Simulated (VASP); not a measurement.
# PbO (I-42d) in VASP: single point with PBE

Aim: the single point of PbO with PBE.

Everything below comes from runs of VASP 6.6.1. Logs are shortened: lines on timing, memory, paths and dates and some standing lists are left out, and cuts for length are marked.

## 1. The cell of the first run

Symmetry: I-42d, No. 122, tetragonal system. The conventional cell has a = 11.642 Å, b = 11.642 Å, c = 3.923 Å, α = 90.00°, β = 90.00°, γ = 90.00°. Pb (site symmetry 2) has 2 O at 2.18 Å within 2.9 Å. Within 2.9 Å of O (site symmetry 2) lie 2 Pb at 2.18 Å.

The cell was built from a structure type or drawn by symmetry, and may not be a known phase.

## 2. Single point, PBE

Input file INCAR:

```
SYSTEM = PbO
PREC = Accurate
ENCUT = 520
EDIFF = 1E-6
ISMEAR = 0
SIGMA = 0.02
LREAL = .False.
LASPH = .True.
NELM = 60
ALGO = Normal
ISIF = 2
LWAVE = .False.
LCHARG = .False.
GGA = PE
NBANDS = 50
```

Input file KPOINTS:

```
regular mesh
0
Gamma
  6 6 6
  0 0 0
```

Input file POSCAR:

```
PbO
1.0
   -5.8209790691      5.8209790691      1.9616016107
    5.8209790691     -5.8209790691      1.9616016107
    5.8209790691      5.8209790691     -1.9616016107
Pb O
4 4
Direct
    0.2533982228      0.1250000000      0.6283982228
    0.4966017772      0.6250000000      0.3716017772
    0.8750000000      0.5033982228      0.1283982228
    0.3750000000      0.7466017772      0.8716017772
    0.8750000000      0.7680687852      0.3930687852
    0.3750000000      0.4819312148      0.6069312148
    0.2319312148      0.6250000000      0.1069312148
    0.5180687852      0.1250000000      0.8930687852
```

Potentials or basis: VASP PAW PBE potentials, release 64 (Pb_d, O).

The run is started by

```sh
> cat potpaw_PBE.64/Pb_d/POTCAR potpaw_PBE.64/O/POTCAR > POTCAR
> mpirun -np 1 vasp_std > vasp.out
```

OUTCAR:

```text
SYSTEM = PbO
   PREC = Accurate
   ENCUT = 520
   EDIFF = 1E-6
   ISMEAR = 0
   LREAL = .False.
   LASPH = .True.
   NELM = 60
   ISIF = 2
   GGA = PE

 ion  position               nearest neighbor table
   1  0.253  0.125  0.628-   5 2.18   6 2.18   2 3.58   2 3.58
   2  0.497  0.625  0.372-   5 2.18   6 2.18   1 3.58   1 3.58
   3  0.875  0.503  0.128-   8 2.18   7 2.18   4 3.58   4 3.58
   4  0.375  0.747  0.872-   7 2.18   8 2.18   3 3.58   3 3.58
   5  0.875  0.768  0.393-   1 2.18   2 2.18
   6  0.375  0.482  0.607-   2 2.18   1 2.18
   7  0.232  0.625  0.107-   4 2.18   3 2.18
   8  0.518  0.125  0.893-   3 2.18   4 2.18

  LATTYP: Found a body centered tetragonal cell.
 ALAT       =    11.6419581382
 C/A-ratio  =     0.3369882605

  Lattice vectors:

 A1 = (  -5.8209790691,   5.8209790691,   1.9616016107)
 A2 = (   5.8209790691,  -5.8209790691,   1.9616016107)
 A3 = (   5.8209790691,   5.8209790691,  -1.9616016107)

Analysis of symmetry for initial positions (statically):
=====================================================================
 Subroutine PRICEL returns:
 Original cell was already a primitive cell.

 Routine SETGRP: Setting up the symmetry group for a
 body centered tetragonal supercell.

 Subroutine GETGRP returns: Found  8 space group operations
 (whereof  4 operations were pure point group operations)
 out of a pool of 16 trial point group operations.

The static configuration has the point symmetry S_4 .
 The point group associated with its full space group is D_2d.

Analysis of symmetry for dynamics (positions and initial velocities):
=====================================================================
 Subroutine PRICEL returns:
 Original cell was already a primitive cell.

 Routine SETGRP: Setting up the symmetry group for a
 body centered tetragonal supercell.

 Subroutine GETGRP returns: Found  8 space group operations
 (whereof  4 operations were pure point group operations)
 out of a pool of 16 trial point group operations.

The dynamic configuration has the point symmetry S_4 .
 The point group associated with its full space group is D_2d.

 Subroutine INISYM returns: Found  8 space group operations
 (whereof  4 operations are pure point group operations),
 and found     1 'primitive' translations

----------------------------------------------------------------------------------------

                                     Primitive cell

  volume of cell :     265.8660

  direct lattice vectors                    reciprocal lattice vectors
    -5.820979069  5.820979069  1.961601611     0.000000000  0.085896203  0.254893755
     5.820979069 -5.820979069  1.961601611     0.085896203  0.000000000  0.254893755
     5.820979069  5.820979069 -1.961601611     0.085896203  0.085896203  0.000000000

  length of vectors
     8.462592719  8.462592719  8.462592719     0.268977664  0.268977664  0.121475575

  position of ions in fractional coordinates (direct lattice)
     0.253398223  0.125000000  0.628398223
     0.496601777  0.625000000  0.371601777
     0.875000000  0.503398223  0.128398223
     0.375000000  0.746601777  0.871601777
     0.875000000  0.768068785  0.393068785
     0.375000000  0.481931215  0.606931215
     0.231931215  0.625000000  0.106931215
     0.518068785  0.125000000  0.893068785

  ion indices of the primitive-cell ions
   primitive index   ion index
                 1           1
                 2           2
                 3           3
                 4           4
                 5           5
                 6           6
                 7           7
                 8           8

----------------------------------------------------------------------------------------

 KPOINTS: regular mesh

Automatic generation of k-mesh.
 Grid dimensions read from file:
 generate k-points for:    6    6    6

 Generating k-lattice:

  Cartesian coordinates                     Fractional coordinates (reciprocal lattice)
     0.000000000  0.014316034  0.042482292     0.166666667 -0.000000000  0.000000000
     0.014316034  0.000000000  0.042482292    -0.000000000  0.166666667  0.000000000
     0.014316034  0.014316034  0.000000000     0.000000000  0.000000000  0.166666667

  Length of vectors
     0.044829611  0.044829611  0.020245929

  Shift w.r.t. Gamma in fractional coordinates (k-lattice)
     0.000000000  0.000000000  0.000000000

 Subroutine IBZKPT returns following result:
 ===========================================

 Found     30 irreducible k-points:

 Following reciprocal coordinates:
            Coordinates               Weight
  0.000000  0.000000  0.000000      1.000000
  0.166667 -0.000000  0.000000      8.000000
  0.333333  0.000000 -0.000000      8.000000
  0.500000 -0.000000  0.000000      4.000000
  0.166667  0.166667  0.000000      8.000000
  0.333333  0.166667  0.000000     16.000000
[... 16 lines left out ...]
 -0.333333 -0.333333  0.166667      8.000000
 -0.166667 -0.333333  0.166667      8.000000
 [... further k-points ...]
   k-points           NKPTS =     30   k-points in BZ     NKDIM =     30   number of bands    NBANDS=     50
   number of dos      NEDOS =    301   number of ions     NIONS =      8
   total plane-waves  NPLWV = 262144
   dimension x,y,z NGX =    64 NGY =   64 NGZ =   64
   dimension x,y,z NGXF=   128 NGYF=  128 NGZF=  128
   ions per type =               4   4
   NGX,Y,Z   is equivalent  to a cutoff of  12.57, 12.57, 12.57 a.u.
   NGXF,Y,Z  is equivalent  to a cutoff of  25.15, 25.15, 25.15 a.u.
 SYSTEM =  PbO
   PREC   = accura    normal or accurate (medium, high low for compatibility)
   ISTART =      0    job   : 0-new  1-cont  2-samecut
   ICHARG =      2    charge: 1-file 2-atom 10-const
   ISPIN  =      1    spin polarized calculation?
   LNONCOLLINEAR =      F non collinear calculations
   LSORBIT =      F    spin-orbit coupling
   LASPH  =      T    aspherical Exc in radial PAW
   ENCUT  =  520.0 eV  38.22 Ry    6.18 a.u.  15.73 15.73 15.73*2*pi/ulx,y,z
   NELM   =     60;   NELMIN=  2; NELMDL= -5     # of ELM steps
   EDIFF  = 0.1E-05   stopping-criterion for ELM
   LREAL  =      F    real-space projection
   EDIFFG = 0.1E-04   stopping-criterion for IOM
   NSW    =      0    number of steps for IOM
   IBRION =     -1    ionic relax: 0-MD 1-quasi-New 2-CG
   NFREE  =      0    steps in history (QN), initial steepest desc. (CG)
   ISIF   =      2    stress and relaxation
   ISYM   =      2    0-nonsym 1-usesym 2-fastsym
   POTIM  = 0.5000    time-step for ionic-motion
   TEBEG  =    0.0;   TEEND  =   0.0 temperature during run
   PSTRESS=    0.0 pullay stress
   NELECT =      80.0000    total number of electrons
   NUPDOWN=      -1.0000    fix difference up-down
   EMIN   =  10.00;   EMAX   =-10.00  energy-range for DOS
   EFERMI =   0.00;   METHOD = LEGACY
   ISMEAR =     0;   SIGMA  =   0.02  broadening in eV -4-tet -1-fermi 0-gaus
   EFERMI_NEDOS =   21; number of points for ismear=-14 and -15
   IALGO  =     38    algorithm
   IMIX   =      4    mixing-type and parameters
     AMIX     =   0.40;   BMIX     =  1.00
     AMIX_MAG =   1.60;   BMIX_MAG =  1.00
  volume/ion in A,a.u.               =      33.23       224.27
  Fermi-wavevector in a.u.,A,eV,Ry     =   1.097027  2.073080 16.374171  1.203468
  Thomas-Fermi vector in A             =   2.233379
   LORBIT       =      0    0 simple, 1 ext, 2 COOP (PROOUT), +10 PAW based schemes
   GGA     = PE    functional components
   LHFCALC =     F    Hartree Fock is set to
   AEXX    =    0.0000 exact exchange contribution
   IVDW    =     0    specifies the selected vdW correction
   LEPSILON=     F    determine dielectric tensor
   LRPA    =     F    only Hartree local field effects (RPA)
 non-spin polarized calculation
 Gauss-broadening in eV      SIGMA  =   0.02
  energy-cutoff  :      520.00
  volume of cell :      265.87
 maximum number of plane-waves:      7196
   NGX = 31   NGY = 31   NGZ = 31

 number of electron      79.9999999 magnetization

 Free energy of the ion-electron system (eV)
  ---------------------------------------------------
  ext. energy  EPLUGINS =         0.00000000
  ---------------------------------------------------
  free energy    TOTEN  =       -39.61124606 eV

  energy without entropy =      -39.61124606  energy(sigma->0) =      -39.61124606

 E-fermi :   1.1193     XC(G=0):  -7.1118

 val. band max:        0.9723504278   @ k =  -0.3333   0.5000   0.3333
 cond. band min:       2.7441218548   @ k =   0.5000   0.5000   0.5000
 fundamental gap:      1.7717714270
 Fermi energy:         1.1193249538

 k-point     1 :       0.0000    0.0000    0.0000
  band No.  band energies     occupation
      1     -16.3905      2.00000
      2     -16.3905      2.00000
      3     -16.2710      2.00000
      4     -16.1824      2.00000
      5     -15.0185      2.00000
      6     -15.0185      2.00000
[... 42 lines left out ...]
     49       7.3062      0.00000
     50       7.3094      0.00000

 k-point     2 :       0.1667   -0.0000    0.0000
  band No.  band energies     occupation
      1     -16.3854      2.00000
      2     -16.3840      2.00000
      3     -16.2822      2.00000
      4     -16.2060      2.00000
      5     -15.0014      2.00000
      6     -15.0013      2.00000
[... 42 lines left out ...]
     49       6.2762      0.00000
     50       7.0593      0.00000

 k-point     3 :       0.3333    0.0000   -0.0000
  band No.  band energies     occupation
      1     -16.3713      2.00000
      2     -16.3616      2.00000
      3     -16.3092      2.00000
      4     -16.2598      2.00000
      5     -14.9713      2.00000
      6     -14.9705      2.00000
[... 1102 lines left out ...]
     49       6.6511      0.00000
     50       6.6777      0.00000

 k-point    24 :      -0.1667   -0.3333    0.1667
  band No.  band energies     occupation
      1     -16.3562      2.00000
      2     -16.3310      2.00000
      3     -16.3310      2.00000
      4     -16.3052      2.00000
      5     -14.9387      2.00000
      6     -14.9366      2.00000
[... 42 lines left out ...]
     49       7.0074      0.00000
     50       7.3994      0.00000

 [... further k-points ...]

------------------------ aborting loop because EDIFF is reached ----------------------------------------

  FORCE on cell =-STRESS in cart. coord.  units (eV):
  Direction    XX          YY          ZZ          XY          YZ          ZX
  --------------------------------------------------------------------------------------
  -------------------------------------------------------------------------------------
  Total        0.1474731      0.1474731      0.0108297      0.0000000      0.0000000      0.0000000
  in kB        0.8887109      0.8887109      0.0652625      0.0000000      0.0000000      0.0000000
  external PRESSURE =       0.6142281 kB  Pullay stress =       0.0000000 kB

 VOLUME and BASIS-vectors are now :
 -----------------------------------------------------------------------------
  energy-cutoff  :      520.00
  volume of cell :      265.87
      direct lattice vectors                 reciprocal lattice vectors
    -5.820979069  5.820979069  1.961601611     0.000000000  0.085896203  0.254893755
     5.820979069 -5.820979069  1.961601611     0.085896203  0.000000000  0.254893755
     5.820979069  5.820979069 -1.961601611     0.085896203  0.085896203  0.000000000

 POSITION                                       TOTAL-FORCE (eV/Angst)
 -----------------------------------------------------------------------------------
      2.91049      4.40530     -0.49040        -0.000000      0.057291      0.000000
      2.91049      1.41568      1.47120        -0.000000     -0.057291      0.000000
     -1.41568      2.91049      2.45200         0.057291      0.000000      0.000000
      7.23666      2.91049      0.49040        -0.057291      0.000000      0.000000
      1.66560      2.91049      2.45200        -0.037056      0.000000      0.000000
      4.15538      2.91049      0.49040         0.037056      0.000000      0.000000
      2.91049     -1.66560      1.47120        -0.000000      0.037056      0.000000
      2.91049      7.48658     -0.49040        -0.000000     -0.037056      0.000000
 -----------------------------------------------------------------------------------
    total drift:                               -0.000001     -0.000001     -0.000000

  FREE ENERGIE OF THE ION-ELECTRON SYSTEM (eV)
  ---------------------------------------------------
  free  energy   TOTEN  =       -39.6112460588 eV

  energy  without entropy=      -39.6112460588  energy(sigma->0) =      -39.61124606
```

Wall time 23 min (1 thread of Intel Xeon 8259CL, shared host); peak memory 0.74 GiB.

Results:

| Item | Value |
| --- | --- |
| Free energy | -39.6112 eV |
| Pressure | 0.1 GPa |
| Largest force | 0.057 eV/Å |
| Band gap on the k mesh | 1.77 eV (least direct gap 1.83 eV) |

Forces on the atoms (eV/Å):
```
Pb   0.000  0.057  0.000
Pb   0.000 -0.057  0.000
Pb   0.057  0.000  0.000
Pb  -0.057  0.000  0.000
O   -0.037  0.000  0.000
O    0.037  0.000  0.000
O    0.000  0.037  0.000
O    0.000 -0.037  0.000
```

Stress tensor (GPa, compression positive):
```
0.09 0.00 0.00
0.00 0.09 0.00
0.00 0.00 0.01
```

Levels at points of the mesh, in eV from the valence-band top:
```csv
k point,band 38,band 39,band 40,band 41,band 42,band 43
"(0.00, 0.00, 0.00)",-0.63,-0.07,-0.07,2.20,2.20,2.51
"(0.50, 0.00, 0.00)",-0.68,-0.60,-0.14,1.91,1.94,1.97
"(0.50, 0.50, 0.00)",-0.77,-0.14,-0.14,1.93,1.93,3.46
"(0.50, 0.50, 0.50)",-0.77,-0.05,-0.05,1.77,1.77,3.67
```

Caveat: spin-orbit coupling is left out, which moves the levels of the heavy elements. A k mesh can miss the band edges.
